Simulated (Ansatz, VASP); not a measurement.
**One calculation of TaSi2, two programs**

Contents of POSCAR:

```
TaSi2
1.0
    5.0189659174      0.0000000000      0.0000000000
   -2.5094829587      4.3465519852      0.0000000000
    0.0000000000      0.0000000000      6.8824931650
Ta Si
3 6
Direct
    0.5000000000      0.0000000000      0.0000000000
    0.5000000000      0.5000000000      0.6666666667
    0.0000000000      0.5000000000      0.3333333333
    0.1582725695      0.3165451391      0.0000000000
    0.8417274305      0.1582725695      0.6666666667
    0.6834548609      0.8417274305      0.3333333333
    0.8417274305      0.6834548609      0.0000000000
    0.1582725695      0.8417274305      0.6666666667
    0.3165451391      0.1582725695      0.3333333333
```

File INCAR.step1:

```
SYSTEM = TaSi2
PREC     = Accurate       ! precision mode
ENCUT    = 550            ! plane-wave cutoff, eV
ISMEAR   = 0              ! smearing method
SIGMA    = 0.15           ! smearing width, eV
LREAL    = .FALSE.        ! projectors in reciprocal space
LASPH    = .TRUE.         ! aspherical terms in the spheres
NELM     = 120            ! most SCF steps
NBANDS   = 38             ! bands
GGA      = PE             ! functional
ALGO     = Normal         ! electronic algorithm
EDIFF    = 1E-5           ! SCF threshold, eV
LWAVE    = .TRUE.         ! write WAVECAR
LCHARG   = .FALSE.        ! write CHGCAR
GGA_COMPAT= .FALSE.
```

Contents of INCAR.step2:

```
SYSTEM = TaSi2
PREC     = Accurate       ! precision mode
ENCUT    = 550            ! plane-wave cutoff, eV
EDIFF    = 1E-6           ! SCF threshold, eV
ISMEAR   = 0              ! smearing method
SIGMA    = 0.15           ! smearing width, eV
LREAL    = .FALSE.        ! projectors in reciprocal space
LASPH    = .TRUE.         ! aspherical terms in the spheres
NELM     = 120            ! most SCF steps
ALGO     = Normal         ! electronic algorithm
ISIF     = 2              ! what is computed and relaxed
LWAVE    = .FALSE.        ! write WAVECAR
LCHARG   = .TRUE.         ! write CHGCAR
METAGGA  = R2SCAN         ! meta-GGA
LMIXTAU  = .TRUE.       
LELF     = .TRUE.         ! ELF
LVHAR    = .TRUE.       
NBANDS   = 38             ! bands
ISTART   = 1            
GGA_COMPAT= .FALSE.
```

File KPOINTS:

```
Automatic mesh
0
G
  12 12 6
  0 0 0
```

Input for Ansatz:

```yaml
crystal:
  lattice:
    - [5.0189659174, 0.0, 0.0]
    - [-2.5094829587, 4.3465519852, 0.0]
    - [0.0, 0.0, 6.882493165]
  atoms:
    - { symbol: Ta, position: [0.5, 0.0, 0.0] }
    - { symbol: Ta, position: [0.5, 0.5, 0.6666666667] }
    - { symbol: Ta, position: [0.0, 0.5, 0.3333333333] }
    - { symbol: Si, position: [0.1582725695, 0.3165451391, 0.0] }
    - { symbol: Si, position: [0.8417274305, 0.1582725695, 0.6666666667] }
    - { symbol: Si, position: [0.6834548609, 0.8417274305, 0.3333333333] }
    - { symbol: Si, position: [0.8417274305, 0.6834548609, 0.0] }
    - { symbol: Si, position: [0.1582725695, 0.8417274305, 0.6666666667] }
    - { symbol: Si, position: [0.3165451391, 0.1582725695, 0.3333333333] }
basis:
  ecutwfc: 500
kpoints:
  mp_grid: { grid: [12, 12, 6] }
hamiltonian:
  xc: r2scan
scf:
  occupations: { method: gaussian, width: 0.15 }
output:
  forces: true
  stress: true
  eigenvalues: true
```

Change from the starting cell: strain +0.050 along x and y, +0.050 along z, atoms carried along.

Alike in both runs: task single point; functional r2SCAN; k mesh 12 × 12 × 6; occupations gaussian, width 0.15 eV; no spin polarisation.

|  | VASP | Ansatz |
| --- | --- | --- |
| version | VASP 6.6.1 | Ansatz 0.2.0 |
| potentials or method | VASP PAW PBE potentials, release 64 (Ta_pv, Si), cutoff 550 eV | scalar-relativistic, plane waves, PAW |
| valence electrons in the cell | 57 | 63 |

VASP gave:

| Quantity | Value |
| --- | --- |
| gap on the k mesh at the Fermi level (eV) | none |
| pressure (GPa) | -20.8 |
| traceless stress, the component that is largest in VASP (GPa) | -3.18 |
| rms of the force components (eV/Å) | 0.012 |

Task: Estimate Ansatz's values.

Result: gap on the k mesh at the Fermi level (eV): none; pressure (GPa): -21.0; traceless stress, the component that is largest in VASP (GPa): -3.13; rms of the force components (eV/Å): 0.014.

VASP's potentials were made for PBE, not for r2SCAN. Atom by atom the forces differ by 0.002 eV/Å (rms over components). A gap of «none» marks a metal or a gap that the smearing closes. VASP's potentials hold 57 valence electrons a cell and Ansatz's 63, so a difference there can come from the potentials and not from the codes.

Neither program's run includes spin-orbit coupling.
